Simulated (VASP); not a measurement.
A run of VASP 6.6.1:

File INCAR:

```
  PREC = Accurate
  ENCUT = 500
  EDIFF = 1E-6
  ISMEAR = 0
  SIGMA = 0.01
  LREAL = F
  LASPH = T
  NELM = 120
  ALGO = Normal
  ISIF = 2
  LWAVE = F
  LCHARG = F
  GGA = PS
  NBANDS = 11
  GGA_COMPAT = F
```

The input KPOINTS:

```
Automatic mesh
0
Gamma
  10 10 10
```

Contents of POSCAR:

```
BP
1.0
    0.0000000000      2.1719893105      2.3012622441
    2.1719893105      0.0000000000      2.3012622441
    2.1719893105      2.1719893105      0.0000000000
B P
1 1
Direct
    0.0000000000      0.0000000000      0.0000000000
    0.2500000000      0.2500000000      0.2500000000
```

Potentials or basis: VASP PAW PBE potentials, release 64 (B, P).

Launch:

```sh
$ cat potpaw_PBE.64/B/POTCAR potpaw_PBE.64/P/POTCAR > POTCAR
$ mpirun -np 1 vasp_std > vasp.out
```

Hardware: 1 thread of Intel(R) Xeon(R) Platinum 8488C (Sapphire Rapids) (shared host).

Q: Estimate the wall time of this run.

A: Wall time 15 s on 1 thread of Intel(R) Xeon(R) Platinum 8488C (Sapphire Rapids), with other jobs on the host, peak memory 0.15 GiB. Counts: scf iterations 12, k points 102.
